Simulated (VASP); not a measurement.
A run of VASP 6.6.1:

INCAR

```
SYSTEM = Gd
PREC     = Accurate       ! precision mode
ENCUT    = 520            ! plane-wave cutoff, eV
EDIFF    = 1E-6           ! SCF threshold, eV
ISMEAR   = -1             ! smearing method
SIGMA    = 0.08           ! smearing width, eV
LREAL    = .False.        ! projectors in reciprocal space
LASPH    = .True.         ! aspherical terms in the spheres
NELM     = 150            ! most SCF steps
ALGO     = Normal         ! electronic algorithm
ISIF     = 2              ! what is computed and relaxed
LWAVE    = .False.        ! write WAVECAR
LCHARG   = .True.         ! write CHGCAR
ISPIN    = 2              ! spin polarisation
MAGMOM   = 7              ! initial moments
LORBIT   = 11             ! projections on sites
LMAXMIX  = 6              ! l up to which the mixer works
GGA      = PE             ! functional
LELF     = .True.         ! ELF
LVHAR    = .True.       
NBANDS   = 19             ! bands
```

File KPOINTS:

```
Automatic mesh
0
Gamma
  15 15 15
  0 0 0
```

The input POSCAR:

```
Gd
1.0
   -1.8509817058      1.8509817058      1.8509817058
    1.8509817058     -1.8509817058      1.8509817058
    1.8509817058      1.8509817058     -1.8509817058
Gd
1
Direct
    0.0000000000      0.0000000000      0.0000000000
```

Potentials or basis: VASP PAW PBE potentials, release 64 (Gd).

Launch:

```console
$ cat potpaw_PBE.64/Gd/POTCAR > POTCAR
$ mpirun -np 1 vasp_std > vasp.out
```

Hardware: 1 thread of Oxide Virtual Turin-like Processor, on a shared host.

Problem. Estimate the wall time of this run.

Solution. It took 5 min on 1 thread of Oxide Virtual Turin-like Processor, with other jobs on the host, peak memory 0.2 GiB. Counts: scf iterations 24, k points 120.
